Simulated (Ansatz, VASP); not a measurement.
**Two plane-wave programs on Y**

```
Y
1.0
     3.65000    0.00000    0.00000
    -1.82500    3.16099    0.00000
     0.00000    0.00000    5.73415
Y
2
Direct
  0.33333 0.66667 0.75000
  0.66667 0.33333 0.25000
```

Alike in both runs: task relaxation of cell and atoms; functional LDA; k mesh 14 × 14 × 8; occupations gaussian, width 0.05 eV; no spin polarisation.

|  | VASP | Ansatz |
| --- | --- | --- |
| version | VASP 6.6.1 | Ansatz 0.2.0 |
| potentials or method | VASP PAW LDA potentials, release 64 (Y_sv), cutoff 600 eV | scalar-relativistic, plane waves, PAW |
| valence electrons in the cell | 22 | 22 |

Ansatz gave:

* relaxed volume (Å³/atom): 29.89
* relaxed cell length with the largest relative difference (Å): 5.498

Q: Which values does VASP return?

A: Relaxed volume (Å³/atom): 29.80; relaxed cell length with the largest relative difference (Å): 5.492.

LDA's correlation is that of Perdew and Zunger in VASP and of Perdew and Wang (1992) in Ansatz.
